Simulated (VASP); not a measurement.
A run of VASP 6.6.1 is set up as follows.

File INCAR:

```
PREC     = Accurate       # precision mode
ENCUT    = 600            # plane-wave cutoff, eV
EDIFF    = 1E-6           # SCF threshold, eV
ISMEAR   = 1              # smearing method
SIGMA    = 0.15           # smearing width, eV
LREAL    = F              # projectors in reciprocal space
LASPH    = T              # aspherical terms in the spheres
NELM     = 100            # most SCF steps
ALGO     = Normal         # electronic algorithm
ISIF     = 3              # what is computed and relaxed
LWAVE    = F              # write WAVECAR
LCHARG   = F              # write CHGCAR
GGA      = PS             # functional
IBRION   = 2              # ionic algorithm
NSW      = 80             # ionic steps
EDIFFG   = -0.01          # ionic threshold
PSTRESS  = 50.0
```

Contents of KPOINTS:

```
regular mesh
0
Gamma
  8 8 8
```

The input POSCAR:

```
Sn2Ir
1.0
    0.0000000000      3.1690000000      3.1690000000
    3.1690000000      0.0000000000      3.1690000000
    3.1690000000      3.1690000000      0.0000000000
Sn Ir
2 1
Direct
    0.2500000000      0.2500000000      0.2500000000
    0.7500000000      0.7500000000      0.7500000000
    0.0000000000      0.0000000000      0.0000000000
```

Potentials or basis: VASP PAW PBE potentials, release 64 (Sn_d, Ir).

Launch:

```sh
$ cat potpaw_PBE.64/Sn_d/POTCAR potpaw_PBE.64/Ir/POTCAR > POTCAR
$ mpirun -np 1 vasp_std > vasp.out
```

(1) Estimate the space group after relaxing (to 0.05 Å).

(2) Estimate the relaxed cell.

Results:

(1) Fm-3m (No. 225).

(2) a = 4.433 Å, b = 4.433 Å, c = 4.433 Å, α = 60.00°, β = 60.00°, γ = 60.00°.

Caveat: the cell is relaxed towards a set pressure, so the enthalpy falls and the energy may rise.
